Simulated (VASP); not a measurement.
# WSe2 in VASP: further runs

Runs on WSe2. Level: r2SCAN. Tasks: relaxation of cell and atoms, relaxation of shape and atoms at fixed volume.

All numbers are computed with VASP 6.6.1; they aren't measurements. Logs are shortened: lines on timing, memory, paths and dates and some standing lists are left out, and cuts for length are marked.

## 1. The cell of the first run

The cell holds a slab with vacuum, 3 atoms: a = 3.318 Å, b = 3.318 Å, c = 16.658 Å, α = 90.00°, β = 90.00°, γ = 120.00°.

## 2. Relaxation of cell and atoms, r2SCAN

POSCAR

```
WSe2
1.0
    3.3179375931      0.0000000000      0.0000000000
   -1.6589687966      2.8734182438      0.0000000000
    0.0000000000      0.0000000000     16.6581424200
W Se
1 2
Direct
    0.0000000000      0.0000000000      0.0000000000
    0.3333333300      0.6666666700      0.0997865200
    0.3333333300      0.6666666700      0.9002134800
```

INCAR.step1

```
  PREC = Accurate
  ENCUT = 600
  ISMEAR = 0
  SIGMA = 0.02
  LREAL = F
  LASPH = T
  NELM = 80
  GGA = PE
  ALGO = Normal
  EDIFF = 1E-4
  LWAVE = T
  LCHARG = F
```

INCAR.step2

```
  PREC = Accurate
  ENCUT = 600
  EDIFF = 1E-6
  ISMEAR = 0
  SIGMA = 0.02
  LREAL = F
  LASPH = T
  NELM = 80
  ALGO = Normal
  ISIF = 3
  LWAVE = F
  LCHARG = F
  METAGGA = R2SCAN
  LMIXTAU = T
  IBRION = 2
  NSW = 100
  EDIFFG = -0.005
  ISTART = 1
```

KPOINTS

```
regular mesh
0
Gamma
  9 9 2
```

Potentials or basis: VASP PAW PBE potentials, release 64 (W_sv, Se).

Run with:

```console
cat potpaw_PBE.64/W_sv/POTCAR potpaw_PBE.64/Se/POTCAR > POTCAR
cp INCAR.step1 INCAR
mpirun -np 1 vasp_std > vasp.out
cp INCAR.step2 INCAR
mpirun -np 1 vasp_std > vasp.out
```

OUTCAR:

```text
PREC = Accurate
   ENCUT = 600
   EDIFF = 1E-6
   ISMEAR = 0
   LREAL = F
   LASPH = T
   NELM = 80
   ISIF = 3
   METAGGA = R2SCAN
   IBRION = 2
   NSW = 100
   EDIFFG = -0.005
   ISTART = 1

 ion  position               nearest neighbor table
   1  0.000  0.000  0.000-   2 2.54   3 2.54   2 2.54   3 2.54   2 2.54   3 2.54
   2  0.333  0.667  0.100-   1 2.54   1 2.54   1 2.54
   3  0.333  0.667  0.900-   1 2.54   1 2.54   1 2.54

  LATTYP: Found a hexagonal cell.
 ALAT       =     3.3179375931
 C/A-ratio  =     5.0206316281

  Lattice vectors:

 A1 = (   3.3179375931,   0.0000000000,   0.0000000000)
 A2 = (  -1.6589687966,   2.8734182438,   0.0000000000)
 A3 = (   0.0000000000,   0.0000000000,  16.6581424200)

Analysis of symmetry for initial positions (statically):
=====================================================================
 Subroutine PRICEL returns:
 Original cell was already a primitive cell.

 Routine SETGRP: Setting up the symmetry group for a
 hexagonal supercell.

 Subroutine GETGRP returns: Found 12 space group operations
 (whereof 12 operations were pure point group operations)
 out of a pool of 24 trial point group operations.

The static configuration has the point symmetry D_3h.

Analysis of symmetry for dynamics (positions and initial velocities):
=====================================================================
 Subroutine PRICEL returns:
 Original cell was already a primitive cell.

 Routine SETGRP: Setting up the symmetry group for a
 hexagonal supercell.

 Subroutine GETGRP returns: Found 12 space group operations
 (whereof 12 operations were pure point group operations)
 out of a pool of 24 trial point group operations.

The dynamic configuration has the point symmetry D_3h.

 Subroutine INISYM returns: Found 12 space group operations
 (whereof 12 operations are pure point group operations),
 and found     1 'primitive' translations

----------------------------------------------------------------------------------------

                                     Primitive cell

  volume of cell :     158.8158

  direct lattice vectors                    reciprocal lattice vectors
     3.317937593  0.000000000  0.000000000     0.301392046  0.174008779  0.000000000
    -1.658968797  2.873418244  0.000000000     0.000000000  0.348017558  0.000000000
     0.000000000  0.000000000 16.658142420     0.000000000  0.000000000  0.060030703

  length of vectors
     3.317937593  3.317937593 16.658142420     0.348017558  0.348017558  0.060030703

  position of ions in fractional coordinates (direct lattice)
     0.000000000  0.000000000  0.000000000
     0.333333330  0.666666670  0.099786520
     0.333333330  0.666666670  0.900213480

  ion indices of the primitive-cell ions
   primitive index   ion index
                 1           1
                 2           2
                 3           3

----------------------------------------------------------------------------------------

 KPOINTS: regular mesh

Automatic generation of k-mesh.
 Grid dimensions read from file:
 generate k-points for:    9    9    2

 Generating k-lattice:

  Cartesian coordinates                     Fractional coordinates (reciprocal lattice)
     0.033488005  0.019334309  0.000000000     0.111111111  0.000000000  0.000000000
     0.000000000  0.038668618  0.000000000     0.000000000  0.111111111  0.000000000
     0.000000000  0.000000000  0.030015351     0.000000000  0.000000000  0.500000000

  Length of vectors
     0.038668618  0.038668618  0.030015351

  Shift w.r.t. Gamma in fractional coordinates (k-lattice)
     0.000000000  0.000000000  0.000000000

 Subroutine IBZKPT returns following result:
 ===========================================

 Found     24 irreducible k-points:

 Following reciprocal coordinates:
            Coordinates               Weight
  0.000000  0.000000  0.000000      1.000000
  0.111111 -0.000000  0.000000      6.000000
  0.222222  0.000000  0.000000      6.000000
  0.333333 -0.000000  0.000000      6.000000
  0.444444  0.000000  0.000000      6.000000
  0.111111  0.111111  0.000000      6.000000
[... 16 lines left out ...]
  0.333333  0.222222  0.500000     12.000000
  0.333333  0.333333  0.500000      2.000000
   k-points           NKPTS =     24   k-points in BZ     NKDIM =     24   number of bands    NBANDS=     17
   number of dos      NEDOS =    301   number of ions     NIONS =      3
   total plane-waves  NPLWV = 109760
   dimension x,y,z NGX =    28 NGY =   28 NGZ =  140
   dimension x,y,z NGXF=    56 NGYF=   56 NGZF=  280
   ions per type =               1   2
   NGX,Y,Z   is equivalent  to a cutoff of  14.03, 14.03, 13.97 a.u.
   NGXF,Y,Z  is equivalent  to a cutoff of  28.06, 28.06, 27.94 a.u.
 SYSTEM =  unknown system
   PREC   = accura    normal or accurate (medium, high low for compatibility)
   ISTART =      1    job   : 0-new  1-cont  2-samecut
   ICHARG =      0    charge: 1-file 2-atom 10-const
   ISPIN  =      1    spin polarized calculation?
   LNONCOLLINEAR =      F non collinear calculations
   LSORBIT =      F    spin-orbit coupling
   LASPH  =      T    aspherical Exc in radial PAW
   ENCUT  =  600.0 eV  44.10 Ry    6.64 a.u.   6.63  6.63 33.27*2*pi/ulx,y,z
   NELM   =     80;   NELMIN=  2; NELMDL=  0     # of ELM steps
   EDIFF  = 0.1E-05   stopping-criterion for ELM
   LREAL  =      F    real-space projection
   EDIFFG = -.5E-02   stopping-criterion for IOM
   NSW    =    100    number of steps for IOM
   IBRION =      2    ionic relax: 0-MD 1-quasi-New 2-CG
   NFREE  =      1    steps in history (QN), initial steepest desc. (CG)
   ISIF   =      3    stress and relaxation
   ISYM   =      2    0-nonsym 1-usesym 2-fastsym
   POTIM  = 0.5000    time-step for ionic-motion
   TEBEG  =    0.0;   TEEND  =   0.0 temperature during run
   PSTRESS=    0.0 pullay stress
   NELECT =      26.0000    total number of electrons
   NUPDOWN=      -1.0000    fix difference up-down
   EMIN   =  10.00;   EMAX   =-10.00  energy-range for DOS
   EFERMI =   0.00;   METHOD = LEGACY
   ISMEAR =     0;   SIGMA  =   0.02  broadening in eV -4-tet -1-fermi 0-gaus
   EFERMI_NEDOS =   21; number of points for ismear=-14 and -15
   IALGO  =     38    algorithm
   IMIX   =      4    mixing-type and parameters
     AMIX     =   0.40;   BMIX     =  1.00
     AMIX_MAG =   1.60;   BMIX_MAG =  1.00
  volume/ion in A,a.u.               =      52.94       357.25
  Fermi-wavevector in a.u.,A,eV,Ry     =   0.895574  1.692389 10.912587  0.802053
  Thomas-Fermi vector in A             =   2.017923
   LORBIT       =      0    0 simple, 1 ext, 2 COOP (PROOUT), +10 PAW based schemes
   METAGGA = R2SCAN    functional components
   LHFCALC =     F    Hartree Fock is set to
   AEXX    =    0.0000 exact exchange contribution
   IVDW    =     0    specifies the selected vdW correction
   LEPSILON=     F    determine dielectric tensor
   LRPA    =     F    only Hartree local field effects (RPA)
 conjugate gradient relaxation of ions
 non-spin polarized calculation
 Gauss-broadening in eV      SIGMA  =   0.02
  energy-cutoff  :      600.00
  volume of cell :      158.82
 maximum number of plane-waves:      5382
 NGX is ok and might be reduce to    28
   NGX = 13   NGY = 13   NGZ = 67

--------------------------------------- Ionic step        1  -------------------------------------------

 number of electron      25.9999999 magnetization

 Free energy of the ion-electron system (eV)
  ---------------------------------------------------
  ext. energy  EPLUGINS =         0.00000000
  ---------------------------------------------------
  free energy    TOTEN  =       -81.75192930 eV

  energy without entropy =      -81.75192930  energy(sigma->0) =      -81.75192930

------------------------ aborting loop because EDIFF is reached ----------------------------------------

  FORCE on cell =-STRESS in cart. coord.  units (eV):
  Direction    XX          YY          ZZ          XY          YZ          ZX
  --------------------------------------------------------------------------------------
  -------------------------------------------------------------------------------------
  Total       -0.0406360     -0.0406360     -0.0212562      0.0000000      0.0000000      0.0000000
  in kB       -0.4099475     -0.4099475     -0.2144379      0.0000000      0.0000000      0.0000000
  external PRESSURE =      -0.3447777 kB  Pullay stress =       0.0000000 kB

 VOLUME and BASIS-vectors are now :
 -----------------------------------------------------------------------------
  energy-cutoff  :      600.00
  volume of cell :      158.82
      direct lattice vectors                 reciprocal lattice vectors
     3.317937593  0.000000000  0.000000000     0.301392046  0.174008779  0.000000000
    -1.658968797  2.873418244  0.000000000     0.000000000  0.348017558  0.000000000
     0.000000000  0.000000000 16.658142420     0.000000000  0.000000000  0.060030703

 POSITION                                       TOTAL-FORCE (eV/Angst)
 -----------------------------------------------------------------------------------
      0.00000      0.00000      0.00000        -0.000000      0.000000      0.000000
     -0.00000      1.91561      1.66226         0.000000     -0.000000     -0.002424
     -0.00000      1.91561     14.99588         0.000000     -0.000000      0.002424
 -----------------------------------------------------------------------------------
    total drift:                                0.000013     -0.000007     -0.000000

  FREE ENERGIE OF THE ION-ELECTRON SYSTEM (eV)
  ---------------------------------------------------
  free  energy   TOTEN  =       -81.7519292964 eV
[... 202 lines left out ...]
 VOLUME and BASIS-vectors are now :
 -----------------------------------------------------------------------------
  energy-cutoff  :      600.00
  volume of cell :      158.72
      direct lattice vectors                 reciprocal lattice vectors
     3.317140821  0.000000000  0.000000000     0.301464440  0.174050576  0.000000000
    -1.658570411  2.872728219  0.000000000    -0.000000000  0.348101151 -0.000000000
    -0.000000000  0.000000000 16.656049919     0.000000000  0.000000000  0.060038245

 POSITION                                       TOTAL-FORCE (eV/Angst)
 -----------------------------------------------------------------------------------
     -0.00000      0.00000      0.00000         0.000000      0.000000      0.000000
     -0.00000      1.91515      1.66201        -0.000000      0.000000      0.007605
     -0.00000      1.91515     14.99404        -0.000000     -0.000000     -0.007605
 -----------------------------------------------------------------------------------
    total drift:                                0.000011     -0.000006     -0.000000

  FREE ENERGIE OF THE ION-ELECTRON SYSTEM (eV)
  ---------------------------------------------------
  free  energy   TOTEN  =       -81.7519422900 eV

  energy  without entropy=      -81.7519422900  energy(sigma->0) =      -81.75194229

--------------------------------------- Ionic step        8  -------------------------------------------

 number of electron      25.9999999 magnetization

 Free energy of the ion-electron system (eV)
  ---------------------------------------------------
  ext. energy  EPLUGINS =         0.00000000
  ---------------------------------------------------
  free energy    TOTEN  =       -81.75194921 eV

  energy without entropy =      -81.75194921  energy(sigma->0) =      -81.75194921

 E-fermi :  -0.9624     XC(G=0):  -4.8307

 val. band max:       -1.0781965974   @ k =   0.3333   0.3333   0.0000
 cond. band min:       0.5598881017   @ k =   0.3333   0.3333   0.0000
 fundamental gap:      1.6380846991
 Fermi energy:        -0.9623712562

 k-point     1 :       0.0000    0.0000    0.0000
  band No.  band energies     occupation
      1     -77.0888      2.00000
      2     -40.6646      2.00000
      3     -40.5636      2.00000
      4     -40.5636      2.00000
      5     -16.4613      2.00000
      6     -15.1027      2.00000
[... 9 lines left out ...]
     16       2.1812      0.00000
     17       2.1812      0.00000

 k-point     2 :       0.1111   -0.0000    0.0000
  band No.  band energies     occupation
      1     -77.0876      2.00000
      2     -40.6594      2.00000
      3     -40.5908      2.00000
      4     -40.5700      2.00000
      5     -16.2741      2.00000
      6     -15.0120      2.00000
[... 9 lines left out ...]
     16       1.9515      0.00000
     17       2.3155      0.00000
[... 451 lines left out ...]
 VOLUME and BASIS-vectors are now :
 -----------------------------------------------------------------------------
  energy-cutoff  :      600.00
  volume of cell :      158.69
      direct lattice vectors                 reciprocal lattice vectors
     3.316677325  0.000000000  0.000000000     0.301506569  0.174074899  0.000000000
    -1.658338663  2.872326820 -0.000000000    -0.000000000  0.348149797 -0.000000000
    -0.000000000  0.000000000 16.658058949    -0.000000000  0.000000000  0.060031004

 POSITION                                       TOTAL-FORCE (eV/Angst)
 -----------------------------------------------------------------------------------
      0.00000      0.00000      0.00000         0.000000      0.000000      0.000000
     -0.00000      1.91488      1.66251        -0.000000     -0.000000      0.001187
     -0.00000      1.91488     14.99554         0.000000     -0.000000     -0.001187
 -----------------------------------------------------------------------------------
    total drift:                                0.000011     -0.000006     -0.000000

  FREE ENERGIE OF THE ION-ELECTRON SYSTEM (eV)
  ---------------------------------------------------
  free  energy   TOTEN  =       -81.7519492072 eV

  energy  without entropy=      -81.7519492072  energy(sigma->0) =      -81.75194921

 reached required accuracy - stopping structural energy minimisation
```

Wall time 15 min (1 thread of Intel Xeon 6975P-C (Granite Rapids), shared host); peak memory 0.41 GiB.

Results:

| Item | Value |
| --- | --- |
| Free energy | -81.7519 eV |
| Relaxed cell | a = 3.317 Å, b = 3.317 Å, c = 16.658 Å, α = 90.00°, β = 90.00°, γ = 120.00° |
| Space group after relaxing (to 0.05 Å) | P-6m2 (No. 187) |
| Energy gained by relaxing | 0.0 meV/atom |
| Ionic steps | 8 |
| Band gap on the k mesh | 1.64 eV, direct |

Final structure:
```
CELL_PARAMETERS angstrom
3.31668 0.00000 0.00000
-1.65834 2.87233 0.00000
0.00000 0.00000 16.65806
ATOMIC_POSITIONS crystal
W 0.00000 0.00000 0.00000
Se 0.33333 0.66667 0.09980
Se 0.33333 0.66667 0.90020
```

Caveat: the PAW data sets were made with another functional, which shifts forces and pressure a little; spin-orbit coupling is left out, which moves the levels of the heavy elements.

## 3. Relaxation of shape and atoms at fixed volume, r2SCAN (volume scaled by 1.03)

POSCAR

```
WSe2
1.0
    3.3471537842      0.0000000000      0.0000000000
   -1.6735768921      2.8987202075      0.0000000000
    0.0000000000      0.0000000000     16.8236043341
W Se
1 2
Direct
    0.0000000000      0.0000000000      0.0000000000
    0.3333333333      0.6666666667      0.0997052731
    0.3333333333      0.6666666667      0.9002947269
```

INCAR.step1

```
PREC     = Accurate       # precision mode
ENCUT    = 600            # plane-wave cutoff, eV
ISMEAR   = 0              # smearing method
SIGMA    = 0.02           # smearing width, eV
LREAL    = False          # projectors in reciprocal space
LASPH    = True           # aspherical terms in the spheres
NELM     = 100            # most SCF steps
GGA      = PE             # functional
ALGO     = Normal         # electronic algorithm
EDIFF    = 1E-4           # SCF threshold, eV
LWAVE    = True           # write WAVECAR
LCHARG   = False          # write CHGCAR
```

INCAR.step2

```
PREC     = Accurate       # precision mode
ENCUT    = 600            # plane-wave cutoff, eV
EDIFF    = 1E-6           # SCF threshold, eV
ISMEAR   = 0              # smearing method
SIGMA    = 0.02           # smearing width, eV
LREAL    = False          # projectors in reciprocal space
LASPH    = True           # aspherical terms in the spheres
NELM     = 100            # most SCF steps
ALGO     = Normal         # electronic algorithm
ISIF     = 4              # what is computed and relaxed
LWAVE    = False          # write WAVECAR
LCHARG   = False          # write CHGCAR
METAGGA  = R2SCAN         # meta-GGA
LMIXTAU  = True         
IBRION   = 2              # ionic algorithm
NSW      = 50             # ionic steps
EDIFFG   = -0.01          # ionic threshold
ISTART   = 1
```

KPOINTS is that of step 2.

Potentials or basis: VASP PAW PBE potentials, release 64 (W_sv, Se).

Run with:

```console
cat potpaw_PBE.64/W_sv/POTCAR potpaw_PBE.64/Se/POTCAR > POTCAR
cp INCAR.step1 INCAR
mpirun -np 1 vasp_std > vasp.out
cp INCAR.step2 INCAR
mpirun -np 1 vasp_std > vasp.out
```

Wall time 17 min (1 thread of Intel Xeon 6975P-C (Granite Rapids), shared host); peak memory 0.41 GiB.

Results (log left out):

```yaml
Free_energy: -81.7519 eV
Energy_gained_by_relaxing: 6.4 meV/atom
Ionic_steps: 9
Band_gap_on_the_k_mesh: 1.64 eV, direct
```

Step by step:
```csv
step,energy change (eV),largest force (eV/Å),pressure (GPa),volume (Å³)
1,0.0000,0.4495,-1.38,163.23
2,-0.0100,0.0351,-0.67,163.23
3,-0.0100,0.0338,-0.67,163.23
4,-0.0160,0.0156,-0.39,163.23
5,-0.0191,0.0127,0.00,163.23
6,-0.0191,0.0138,0.02,163.23
7,-0.0191,0.0150,0.03,163.23
8,-0.0191,0.0108,-0.02,163.23
9,-0.0192,0.0007,0.00,163.23
```

Final structure:
```
CELL_PARAMETERS angstrom
3.31635 0.00000 0.00000
-1.65817 2.87204 0.00000
0.00000 0.00000 17.13759
ATOMIC_POSITIONS crystal
W 0.00000 0.00000 0.00000
Se 0.33333 0.66667 0.09701
Se 0.33333 0.66667 0.90299
```

Levels at points of the mesh, in eV from the valence-band top:
| k point | band 9 | band 10 | band 11 | band 12 | band 13 | band 14 | band 15 | band 16 | band 17 |
| --- | --- | --- | --- | --- | --- | --- | --- | --- | --- |
| (0.00, 0.00, 0.00) | -2.55 | -2.23 | -1.38 | -1.38 | -0.26 | 3.08 | 3.08 | 3.26 | 3.26 |
| (0.00, 0.00, 0.50) | -2.55 | -2.23 | -1.38 | -1.38 | -0.26 | 3.08 | 3.08 | 3.26 | 3.26 |

Caveat: the cell differs from its parent crystal (volume scaled by 1.03); the PAW data sets were made with another functional, which shifts forces and pressure a little; spin-orbit coupling is left out, which moves the levels of the heavy elements.
